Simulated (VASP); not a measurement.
A run of VASP 6.6.1:

File INCAR:

```
SYSTEM = CoO
ALGO     = Normal         ! electronic algorithm
EDIFF    = 1E-6           ! SCF threshold, eV
ENCUT    = 520            ! plane-wave cutoff, eV
GGA      = PE             ! functional
ISIF     = 2              ! what is computed and relaxed
ISMEAR   = -5             ! smearing method
ISPIN    = 2              ! spin polarisation
LASPH    = .True.         ! aspherical terms in the spheres
LCHARG   = .True.         ! write CHGCAR
LDAU     = .True.         ! DFT+U
LDAUJ    = 0 0          
LDAUL    = -1 2           ! shell
LDAUPRINT= 1            
LDAUTYPE = 2            
LDAUU    = 0 3.32         ! U, eV
LELF     = .True.         ! ELF
LMAXMIX  = 4              ! l up to which the mixer works
LORBIT   = 11             ! projections on sites
LREAL    = .False.        ! projectors in reciprocal space
LVHAR    = .True.       
LWAVE    = .False.        ! write WAVECAR
MAGMOM   = 0 3            ! initial moments
NBANDS   = 18             ! bands
NELM     = 150            ! most SCF steps
PREC     = Accurate       ! precision mode
SIGMA    = 0.1            ! smearing width, eV
```

File KPOINTS:

```
k-points
0
Gamma
  8 8 8
  0 0 0
```

Contents of POSCAR:

```
CoO
1.0
    0.0000000000      2.1290000000      2.1290000000
    2.1290000000      0.0000000000      2.1290000000
    2.1290000000      2.1290000000      0.0000000000
O Co
1 1
Direct
    0.5000000000      0.5000000000      0.5000000000
    0.0000000000      0.0000000000      0.0000000000
```

Potentials or basis: VASP PAW PBE potentials, release 64 (O, Co).

The run is started by

```console
$ cat potpaw_PBE.64/O/POTCAR potpaw_PBE.64/Co/POTCAR > POTCAR
$ mpirun -np 1 vasp_std > vasp.out
```

Hardware: 1 thread of Intel Xeon 6975P-C, with other jobs on the host.

Q: How long does it take, and how much memory?

A: It took 18 s on 1 thread of Intel Xeon 6975P-C, on a shared host, peak memory 0.15 GiB. Counts: scf iterations 15, k points 29.
